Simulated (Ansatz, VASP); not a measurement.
**Hf2TiTe5: VASP beside Ansatz**

```
Hf Ti Te
1.0
     3.98410    0.00000    0.00000
    -1.99205    3.45033    0.00000
     0.00000    0.00000   17.35381
Hf Ti Te
2 1 5
Direct
  0.66667 0.33333 0.40418
  0.33333 0.66667 0.99714
  0.00000 0.00000 0.60051
  0.33333 0.66667 0.50712
  0.66667 0.33333 0.69264
  0.00000 0.00000 0.30399
  0.66667 0.33333 0.09926
  0.00000 0.00000 0.89516
```

Alike in both runs: functional PBE; k mesh 5 × 5 × 1; occupations gaussian, width 0.2 eV; no spin polarisation.

Ansatz relaxed the structure, and its values are those at the end. VASP's run is a single point on that final structure, the one shown.

```csv
,VASP,Ansatz
version,VASP 6.6.1,Ansatz 0.2.0
potentials or method,"VASP PAW PBE potentials, release 64 (Hf_pv, Ti_sv, Te), cutoff 520 eV","scalar-relativistic, plane waves, PAW"
valence electrons in the cell,62,144
```

Ansatz gave:

```
gap on the k mesh at the Fermi level (eV) : 0.04
least direct gap on the mesh (eV)         : 0.24
pressure (GPa)                            : 0.1
rms of the force components (eV/Å)        : 0.022
```

**Question.** Estimate VASP's values.

**Answer.** gap on the k mesh at the Fermi level (eV): 0.04; least direct gap on the mesh (eV): 0.24; pressure (GPa): -0.1; rms of the force components (eV/Å): 0.029.

VASP's potentials hold 62 valence electrons a cell and Ansatz's 144, so a difference there can come from the potentials and not from the codes.

Neither program's run includes spin-orbit coupling.
